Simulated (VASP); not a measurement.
Here is a VASP 6.6.1 calculation.

File INCAR:

```
SYSTEM = HfOs3W
  PREC = Accurate
  ENCUT = 520
  EDIFF = 1E-7
  ISMEAR = 0
  SIGMA = 0.1
  LREAL = .FALSE.
  LASPH = .TRUE.
  NELM = 100
  ALGO = Normal
  ISIF = 2
  LWAVE = .FALSE.
  LCHARG = .TRUE.
  GGA = PE
  LELF = .TRUE.
  LVHAR = .TRUE.
  NBANDS = 32
```

KPOINTS

```
Automatic mesh
0
G
  8 8 8
  0 0 0
```

File POSCAR:

```
HfOs3W
1.0
    4.6781368529      0.0000000000      0.0000000000
    0.0000000000      4.6781368529      0.0000000000
    0.0000000000      0.0000000000      4.6781368529
Hf Os W
1 3 1
Direct
    0.0000000000      0.0000000000      0.0000000000
    0.0000000000      0.5000000000      0.5000000000
    0.5000000000      0.5000000000      0.0000000000
    0.5000000000      0.0000000000      0.5000000000
    0.5000000000      0.5000000000      0.5000000000
```

Potentials or basis: VASP PAW PBE potentials, release 64 (Hf_pv, Os, W_sv).

Launch:

```console
$ cat potpaw_PBE.64/Hf_pv/POTCAR potpaw_PBE.64/Os/POTCAR potpaw_PBE.64/W_sv/POTCAR > POTCAR
$ mpirun -np 1 vasp_std > vasp.out
```

Task: Predict the pressure.

Result: 1.0 GPa.

Task: What does it give for the band gap on the k mesh?

Result: Zero (band 24 reaches 6.65 eV, above the bottom of band 25 at 5.17 eV).

Caveat: spin-orbit coupling is left out, which moves the levels of the heavy elements.
